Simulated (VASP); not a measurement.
# Cd (Im-3m) in VASP: a series of runs

The runs below take Cd through relaxation of cell and atoms, with LDA.

All numbers are computed with VASP 6.6.1; they aren't measurements. Logs are shortened: lines on timing, memory, paths and dates and some standing lists are left out, and cuts for length are marked.

## Step 1: The cell of the first run

It takes space group Im-3m (No. 229, cubic). Conventional cell: a = 3.321 Å, b = 3.321 Å, c = 3.321 Å, α = 90.00°, β = 90.00°, γ = 90.00°. Cd (site symmetry m-3m) has 14 Cd at 2.88 to 3.32 Å within 3.8 Å.

This isn't the form of Cd at room conditions, which is hcp.

## Step 2: Relaxation of cell and atoms, LDA, target pressure 7.5 GPa, at which the enthalpy is minimised

Input file INCAR:

```
PREC = Accurate
ENCUT = 600
EDIFF = 1E-7
ISMEAR = -1
SIGMA = 0.08
LREAL = F
LASPH = T
NELM = 60
ALGO = Normal
ISIF = 3
LWAVE = F
LCHARG = F
IBRION = 2
NSW = 60
EDIFFG = -0.005
PSTRESS = 75.0
```

Input file KPOINTS:

```
regular mesh
0
Gamma
  16 16 16
```

Input file POSCAR:

```
Cd
1.0
   -1.6603412893      1.6603412893      1.6603412893
    1.6603412893     -1.6603412893      1.6603412893
    1.6603412893      1.6603412893     -1.6603412893
Cd
1
Direct
    0.0000000000      0.0000000000      0.0000000000
```

Potentials or basis: VASP PAW LDA potentials, release 64 (Cd).

The run is started by

```console
cat potpaw_LDA.64/Cd/POTCAR > POTCAR
mpirun -np 1 vasp_std > vasp.out
```

OUTCAR:

```text
PREC = Accurate
   ENCUT = 600
   EDIFF = 1E-7
   ISMEAR = -1
   LREAL = F
   LASPH = T
   NELM = 60
   ISIF = 3
   IBRION = 2
   NSW = 60
   EDIFFG = -0.005
   PSTRESS = 75.0

 ion  position               nearest neighbor table
   1  0.000  0.000  0.000-

  LATTYP: Found a body centered cubic cell.
 ALAT       =     3.3206825786

  Lattice vectors:

 A1 = (  -1.6603412893,   1.6603412893,   1.6603412893)
 A2 = (   1.6603412893,  -1.6603412893,   1.6603412893)
 A3 = (   1.6603412893,   1.6603412893,  -1.6603412893)

Analysis of symmetry for initial positions (statically):
=====================================================================
 Subroutine PRICEL returns:
 Original cell was already a primitive cell.

 Routine SETGRP: Setting up the symmetry group for a
 body centered cubic supercell.

 Subroutine GETGRP returns: Found 48 space group operations
 (whereof 48 operations were pure point group operations)
 out of a pool of 48 trial point group operations.

The static configuration has the point symmetry O_h .

Analysis of symmetry for dynamics (positions and initial velocities):
=====================================================================
 Subroutine PRICEL returns:
 Original cell was already a primitive cell.

 Routine SETGRP: Setting up the symmetry group for a
 body centered cubic supercell.

 Subroutine GETGRP returns: Found 48 space group operations
 (whereof 48 operations were pure point group operations)
 out of a pool of 48 trial point group operations.

The dynamic configuration has the point symmetry O_h .

 Subroutine INISYM returns: Found 48 space group operations
 (whereof 48 operations are pure point group operations),
 and found     1 'primitive' translations

----------------------------------------------------------------------------------------

                                     Primitive cell

  volume of cell :      18.3085

  direct lattice vectors                    reciprocal lattice vectors
    -1.660341289  1.660341289  1.660341289     0.000000000  0.301142906  0.301142906
     1.660341289 -1.660341289  1.660341289     0.301142906  0.000000000  0.301142906
     1.660341289  1.660341289 -1.660341289     0.301142906  0.301142906  0.000000000

  length of vectors
     2.875795471  2.875795471  2.875795471     0.425880381  0.425880381  0.425880381

  position of ions in fractional coordinates (direct lattice)
     0.000000000  0.000000000  0.000000000

  ion indices of the primitive-cell ions
   primitive index   ion index
                 1           1

----------------------------------------------------------------------------------------

 KPOINTS: regular mesh

Automatic generation of k-mesh.
 Grid dimensions read from file:
 generate k-points for:   16   16   16

 Generating k-lattice:

  Cartesian coordinates                     Fractional coordinates (reciprocal lattice)
     0.000000000  0.018821432  0.018821432     0.062500000  0.000000000  0.000000000
     0.018821432  0.000000000  0.018821432     0.000000000  0.062500000  0.000000000
     0.018821432  0.018821432  0.000000000     0.000000000  0.000000000  0.062500000

  Length of vectors
     0.026617524  0.026617524  0.026617524

  Shift w.r.t. Gamma in fractional coordinates (k-lattice)
     0.000000000  0.000000000  0.000000000

 Subroutine IBZKPT returns following result:
 ===========================================

 Found    145 irreducible k-points:

 Following reciprocal coordinates:
            Coordinates               Weight
  0.000000  0.000000  0.000000      1.000000
  0.062500  0.000000  0.000000     12.000000
  0.125000  0.000000  0.000000     12.000000
  0.187500  0.000000  0.000000     12.000000
  0.250000  0.000000  0.000000     12.000000
  0.312500  0.000000  0.000000     12.000000
[... 16 lines left out ...]
  0.187500  0.187500  0.000000     24.000000
  0.250000  0.187500  0.000000     48.000000
 [... further k-points ...]
   k-points           NKPTS =    145   k-points in BZ     NKDIM =    145   number of bands    NBANDS=     10
   number of dos      NEDOS =    301   number of ions     NIONS =      1
   total plane-waves  NPLWV =  13824
   dimension x,y,z NGX =    24 NGY =   24 NGZ =   24
   dimension x,y,z NGXF=    48 NGYF=   48 NGZF=   48
   ions per type =               1
   NGX,Y,Z   is equivalent  to a cutoff of  13.87, 13.87, 13.87 a.u.
   NGXF,Y,Z  is equivalent  to a cutoff of  27.75, 27.75, 27.75 a.u.
 SYSTEM =  unknown system
   PREC   = accura    normal or accurate (medium, high low for compatibility)
   ISTART =      0    job   : 0-new  1-cont  2-samecut
   ICHARG =      2    charge: 1-file 2-atom 10-const
   ISPIN  =      1    spin polarized calculation?
   LNONCOLLINEAR =      F non collinear calculations
   LSORBIT =      F    spin-orbit coupling
   LASPH  =      T    aspherical Exc in radial PAW
   ENCUT  =  600.0 eV  44.10 Ry    6.64 a.u.   5.74  5.74  5.74*2*pi/ulx,y,z
   NELM   =     60;   NELMIN=  2; NELMDL= -5     # of ELM steps
   EDIFF  = 0.1E-06   stopping-criterion for ELM
   LREAL  =      F    real-space projection
   EDIFFG = -.5E-02   stopping-criterion for IOM
   NSW    =     60    number of steps for IOM
   IBRION =      2    ionic relax: 0-MD 1-quasi-New 2-CG
   NFREE  =      1    steps in history (QN), initial steepest desc. (CG)
   ISIF   =      3    stress and relaxation
   ISYM   =      2    0-nonsym 1-usesym 2-fastsym
   POTIM  = 0.5000    time-step for ionic-motion
   TEBEG  =    0.0;   TEEND  =   0.0 temperature during run
   PSTRESS=   75.0 pullay stress
   NELECT =      12.0000    total number of electrons
   NUPDOWN=      -1.0000    fix difference up-down
   EMIN   =  10.00;   EMAX   =-10.00  energy-range for DOS
   EFERMI =   0.00;   METHOD = LEGACY
   ISMEAR =    -1;   SIGMA  =   0.08  broadening in eV -4-tet -1-fermi 0-gaus
   EFERMI_NEDOS =   21; number of points for ismear=-14 and -15
   IALGO  =     38    algorithm
   IMIX   =      4    mixing-type and parameters
     AMIX     =   0.40;   BMIX     =  1.00
     AMIX_MAG =   1.60;   BMIX_MAG =  1.00
  volume/ion in A,a.u.               =      18.31       123.55
  Fermi-wavevector in a.u.,A,eV,Ry     =   1.422060  2.687303 27.514440  2.022254
  Thomas-Fermi vector in A             =   2.542804
   LORBIT       =      0    0 simple, 1 ext, 2 COOP (PROOUT), +10 PAW based schemes
   GGA     = CA    functional components
   LHFCALC =     F    Hartree Fock is set to
   AEXX    =    0.0000 exact exchange contribution
   IVDW    =     0    specifies the selected vdW correction
   LEPSILON=     F    determine dielectric tensor
   LRPA    =     F    only Hartree local field effects (RPA)
 conjugate gradient relaxation of ions
 non-spin polarized calculation
  energy-cutoff  :      600.00
  volume of cell :       18.31
 maximum number of plane-waves:       627
   NGX = 11   NGY = 11   NGZ = 11

--------------------------------------- Ionic step        1  -------------------------------------------

 number of electron      11.9999995 magnetization

 Free energy of the ion-electron system (eV)
  ---------------------------------------------------
  ext. energy  EPLUGINS =         0.00000000
  ---------------------------------------------------
  free energy    TOTEN  =        -1.38309484 eV

  energy without entropy =       -1.37545728  energy(sigma->0) =       -1.37927606

------------------------ aborting loop because EDIFF is reached ----------------------------------------

  FORCE on cell =-STRESS in cart. coord.  units (eV):
  Direction    XX          YY          ZZ          XY          YZ          ZX
  --------------------------------------------------------------------------------------
  -------------------------------------------------------------------------------------
  Total        1.1196452      1.1196452      1.1196452     -0.0000000      0.0000000      0.0000000
  in kB       97.9803320     97.9803320     97.9803320     -0.0000000      0.0000000      0.0000000
  external PRESSURE =      22.9803320 kB  Pullay stress =      75.0000000 kB
[... 59 lines left out ...]
  enthalpy is  TOTEN    =        -0.5271294096 eV   P V=        0.8900303629

--------------------------------------- Ionic step        3  -------------------------------------------

 number of electron      11.9999994 magnetization

 Free energy of the ion-electron system (eV)
  ---------------------------------------------------
  ext. energy  EPLUGINS =         0.00000000
  ---------------------------------------------------
  free energy    TOTEN  =        -1.40411790 eV

  energy without entropy =       -1.39664484  energy(sigma->0) =       -1.40038137

 E-fermi :   4.1012     XC(G=0): -12.1692

 val. band max:        4.0977121678   @ k =   0.3750   0.1250   0.0625
 cond. band min:       4.1082507587   @ k =  -0.4375  -0.4375   0.1875
 fundamental gap:      0.0105385909
 Fermi energy:         4.1012103991

 k-point     1 :       0.0000    0.0000    0.0000
  band No.  band energies     occupation
      1      -6.2184      2.00000
      2      -5.8403      2.00000
      3      -5.8403      2.00000
      4      -5.8403      2.00000
      5      -4.9385      2.00000
      6      -4.9385      2.00000
      7      20.2089      0.00000
      8      20.2089      0.00000
      9      20.2089      0.00000
     10      22.5396      0.00000
[... 287 lines left out ...]
 k-point    24 :       0.2500    0.1875    0.0000
  band No.  band energies     occupation
      1      -6.2462      2.00000
      2      -5.9839      2.00000
      3      -5.2289      2.00000
      4      -5.0827      2.00000
      5      -4.7892      2.00000
      6      -1.1226      2.00000
      7       8.5127      0.00000
      8      10.3623      0.00000
      9      15.0557      0.00000
     10      20.6379      0.00000

 [... further k-points ...]

------------------------ aborting loop because EDIFF is reached ----------------------------------------

  FORCE on cell =-STRESS in cart. coord.  units (eV):
  Direction    XX          YY          ZZ          XY          YZ          ZX
  --------------------------------------------------------------------------------------
  -------------------------------------------------------------------------------------
  Total        0.8745869      0.8745869      0.8745869     -0.0000000     -0.0000000     -0.0000000
  in kB       74.9365932     74.9365932     74.9365932     -0.0000000     -0.0000000     -0.0000000
  external PRESSURE =      -0.0634068 kB  Pullay stress =      75.0000000 kB
[... 16 lines left out ...]
  FREE ENERGIE OF THE ION-ELECTRON SYSTEM (eV)
  ---------------------------------------------------
  free  energy   TOTEN  =        -1.4041178992 eV

  energy  without entropy=       -1.3966448408  energy(sigma->0) =       -1.40038137

  enthalpy is  TOTEN    =        -0.5287909365 eV   P V=        0.8753269627

 reached required accuracy - stopping structural energy minimisation
```

Wall time 80 s (1 thread of Oxide Virtual Turin-like, shared host); peak memory 0.13 GiB.

What came out:

| Property | Result |
| --- | --- |
| Free energy | -1.4041 eV |
| Relaxed volume | 18.70 Å³/atom |
| Relaxed cell | a = 2.896 Å, b = 2.896 Å, c = 2.896 Å, α = 109.47°, β = 109.47°, γ = 109.47° |
| Space group after relaxing (to 0.1 Å) | Im-3m (No. 229) |
| Energy change on relaxing (the run minimises the enthalpy) | -21.0 meV/atom |
| Ionic steps | 3 |
| Pressure after relaxing | 7.5 GPa |
| Band gap on the k mesh | zero (bands 6 and 7 overlap by 4.13 eV) |

Step by step:
| step | energy change (eV) | largest force (eV/Å) | pressure (GPa) | volume (Å³) |
| --- | --- | --- | --- | --- |
| 1 | 0.0000 | 0.0000 | 9.80 | 18.31 |
| 2 | -0.0341 | 0.0000 | 5.83 | 19.01 |
| 3 | -0.0210 | 0.0000 | 7.49 | 18.70 |

Final structure:
```yaml
crystal:
  lattice:
    - [-1.67207, 1.67207, 1.67207]
    - [1.67207, -1.67207, 1.67207]
    - [1.67207, 1.67207, -1.67207]
  atoms:
    - { symbol: Cd, position: [0.00000, 0.00000, 0.00000] }
```

Caveat: the cell is relaxed towards a set pressure, so the run minimises the enthalpy, not the energy.

## Step 3: Relaxation of cell and atoms, LDA, target pressure 7.5 GPa, at which the enthalpy is minimised

This run uses another cell than the first one, of 18.56 Å³/atom.

Input file INCAR:

```
  PREC = Accurate
  ENCUT = 600
  EDIFF = 1E-7
  ISMEAR = -1
  SIGMA = 0.08
  LREAL = False
  LASPH = True
  NELM = 100
  ALGO = Normal
  ISIF = 3
  LWAVE = False
  LCHARG = False
  IBRION = 2
  NSW = 32
  EDIFFG = -0.005
  PSTRESS = 75.0
```

Input file KPOINTS:

```
Automatic mesh
0
Gamma
  16 16 16
```

Input file POSCAR:

```
Cd
1.0
   -1.6679983013      1.6679983013      1.6679983013
    1.6679983013     -1.6679983013      1.6679983013
    1.6679983013      1.6679983013     -1.6679983013
Cd
1
Direct
    0.0000000000      0.0000000000      0.0000000000
```

Potentials or basis: VASP PAW LDA potentials, release 64 (Cd).

The run is started by

```console
cat potpaw_LDA.64/Cd/POTCAR > POTCAR
mpirun -np 1 vasp_std > vasp.out
```

Wall time 90 s (1 thread of Oxide Virtual Turin-like, shared host); peak memory 0.12 GiB.

Results (log left out):

* Free energy: -1.4043 eV
* Relaxed volume: 18.70 Å³/atom
* Relaxed cell: a = 2.896 Å, b = 2.896 Å, c = 2.896 Å, α = 109.47°, β = 109.47°, γ = 109.47°
* Space group after relaxing (to 0.1 Å): Im-3m (No. 229)
* Energy change on relaxing (the run minimises the enthalpy): -6.6 meV/atom
* Ionic steps: 3
* Pressure after relaxing: 7.5 GPa
* Band gap on the k mesh: zero (bands 6 and 7 overlap by 4.13 eV)

Step by step:
```tsv
step	energy change (eV)	largest force (eV/Å)	pressure (GPa)	volume (Å³)
1	0.0000	0.0000	8.26	18.56
2	-0.0112	0.0000	6.94	18.80
3	-0.0066	0.0000	7.50	18.70
```

Final structure:
```cif
data_structure
_symmetry_space_group_name_H-M 'P 1'
_symmetry_Int_Tables_number 1
_cell_length_a 2.8960
_cell_length_b 2.8960
_cell_length_c 2.8960
_cell_angle_alpha 109.471
_cell_angle_beta 109.471
_cell_angle_gamma 109.471
_cell_volume 18.70
loop_
_atom_site_label
_atom_site_type_symbol
_atom_site_fract_x
_atom_site_fract_y
_atom_site_fract_z
_atom_site_occupancy
Cd1 Cd 0.00000 0.00000 0.00000 1
```

Levels at points of the mesh, in eV from the Fermi level:
```
           k point  band 4  band 5  band 6  band 7  band 8  band 9
(0.00, 0.00, 0.00)   -9.94   -9.04   -9.04   16.11   16.11   16.11
(0.50, 0.00, 0.00)   -8.99   -8.42   -2.97   -0.79   10.19   10.49
(0.50, 0.50, 0.50)   -8.57   -8.57    3.35    3.35    3.35    7.15
```

Caveat: the cell is relaxed towards a set pressure, so the run minimises the enthalpy, not the energy.
